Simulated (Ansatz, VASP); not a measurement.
# BiTe in VASP and in Ansatz

INCAR

```
SYSTEM = BiTe
ALGO     = Normal         ! electronic algorithm
EDIFF    = 1E-6           ! SCF threshold, eV
ENCUT    = 520            ! plane-wave cutoff, eV
GGA      = PE             ! functional
ISIF     = 2              ! what is computed and relaxed
ISMEAR   = 0              ! smearing method
LASPH    = .TRUE.         ! aspherical terms in the spheres
LCHARG   = .TRUE.         ! write CHGCAR
LELF     = .TRUE.         ! ELF
LREAL    = .FALSE.        ! projectors in reciprocal space
LVHAR    = .TRUE.       
LWAVE    = .FALSE.        ! write WAVECAR
NBANDS   = 29             ! bands
NELM     = 80             ! most SCF steps
PREC     = Accurate       ! precision mode
SIGMA    = 0.1            ! smearing width, eV
```

Contents of KPOINTS:

```
k-points
0
G
  12 12 8
  0 0 0
```

Contents of POSCAR:

```
BiTe
1.0
    3.2511941624      3.2511941624      0.0000000000
   -3.2511941624      3.2511941624      0.0000000000
    0.0000000000      0.0000000000      6.6974599745
Bi Te
2 2
Direct
    0.0000000000      0.0000000000      0.0000000000
    0.5000000000      0.5000000000      0.5000000000
    0.5000000000      0.5000000000      0.0000000000
    0.0000000000      0.0000000000      0.5000000000
```

Input for Ansatz:

```yaml
crystal:
  lattice:
    - [3.2511941624, 3.2511941624, 0.0]
    - [-3.2511941624, 3.2511941624, 0.0]
    - [0.0, 0.0, 6.6974599745]
  atoms:
    - { symbol: Bi, position: [0.0, 0.0, 0.0] }
    - { symbol: Bi, position: [0.5, 0.5, 0.5] }
    - { symbol: Te, position: [0.5, 0.5, 0.0] }
    - { symbol: Te, position: [0.0, 0.0, 0.5] }
basis:
  ecutwfc: 420
kpoints:
  mp_grid: { grid: [12, 12, 8] }
hamiltonian:
  xc: pbe
scf:
  occupations: { method: gaussian, width: 0.1 }
output:
  forces: true
  stress: true
  eigenvalues: true
```

Change from the starting cell: strain along c alone, the other axes held, atoms relaxed: +3.0 %.

Alike in both runs: task single point; functional PBE; k mesh 12 × 12 × 8; occupations gaussian, width 0.1 eV; no spin polarisation.

|  | VASP | Ansatz |
| --- | --- | --- |
| version | VASP 6.6.1 | Ansatz 0.2.0 |
| potentials or method | VASP PAW PBE potentials, release 64 (Bi_d, Te), cutoff 520 eV | scalar-relativistic, plane waves, PAW |
| valence electrons in the cell | 42 | 62 |

|  | VASP | Ansatz | Ansatz less VASP |
| --- | --- | --- | --- |
| gap on the k mesh at the Fermi level (eV) | none | none | - |
| pressure (GPa) | -1.2 | -1.2 | +0.03 |
| traceless stress, the component that is largest in VASP (GPa) | -1.66 | -1.66 | -0.002 |

A gap of «none» marks a metal or a gap that the smearing closes. With one functional, cell and mesh, what is left measures potentials, basis and numerics. VASP's potentials hold 42 valence electrons a cell and Ansatz's 62, so a difference there can come from the potentials and not from the codes.

Neither program's run includes spin-orbit coupling.
